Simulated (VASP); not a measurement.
Crystal: AlNi.

```
Ni Al
1.0
     2.88100    0.00000    0.00000
     0.00000    2.88100    0.00000
     0.00000    0.00000    2.88100
Ni Al
1 1
Direct
  0.50000 0.50000 0.50000
  0.00000 0.00000 0.00000
```

Base run:

```yaml
Program: VASP 6.6.1
Functional: PBE
Potentials_or_basis: VASP PAW PBE potentials, release 64 (Ni_sv_GW, Al)
Cutoff: 690 eV
k_mesh: 8 × 8 × 8
Occupations: fermi-dirac, width 0.05 eV
Spin: collinear spin, ferromagnetic start
Starting_moments: "[0.5, 0.0] μB"
Fixed_moment: 0.5 μB
```

Its results: pressure 1.7 GPa; site moments Ni +0.38; Al +0.03 μB.

The run is repeated on the same cell with these changes: functional from PBE to PBEsol. What comes out?

Pressure -3.1 GPa; site moments Ni +0.38; Al +0.03 μB.

PBEsol binds more tightly than PBE, so the same cell stands under less pressure.

Caveats: the total moment is fixed, so each spin has its own Fermi level and the state may be an excited one; the cell stands under tension (at least some runs); the PAW data sets were made with another functional, which shifts forces and pressure a little (at least some runs).
